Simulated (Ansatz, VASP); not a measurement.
## One calculation of C, two programs

```
C
1.0
     1.22805   -2.12706    0.00000
     1.22805    2.12706    0.00000
     0.00000    0.00000    7.17327
C
4
Direct
  0.08338 0.91662 0.75314
  0.58338 0.41662 0.24686
  0.91662 0.08338 0.24686
  0.41662 0.58338 0.75314
```

Alike in both runs: task relaxation of cell and atoms; functional LDA; k mesh 18 × 18 × 6; occupations gaussian, width 0.1 eV; no spin polarisation.

|  | VASP | Ansatz |
| --- | --- | --- |
| version | VASP 6.6.1 | Ansatz 0.2.0 |
| potentials or method | VASP PAW LDA potentials, release 64 (C), cutoff 600 eV | scalar-relativistic, plane waves, PAW |
| valence electrons in the cell | 16 | 16 |

Ansatz gave:

- gap on the k mesh at the Fermi level, each at its own relaxed structure (eV): none
- relaxed volume (Å³/atom): 8.72
- relaxed cell length with the largest relative difference (Å): 6.735

Q: What did VASP give for the same quantities?

A: gap on the k mesh at the Fermi level, each at its own relaxed structure (eV): none; relaxed volume (Å³/atom): 8.58; relaxed cell length with the largest relative difference (Å): 6.627.

LDA's correlation is that of Perdew and Zunger in VASP and of Perdew and Wang (1992) in Ansatz. A gap of «none» marks a metal or a gap that the smearing closes.
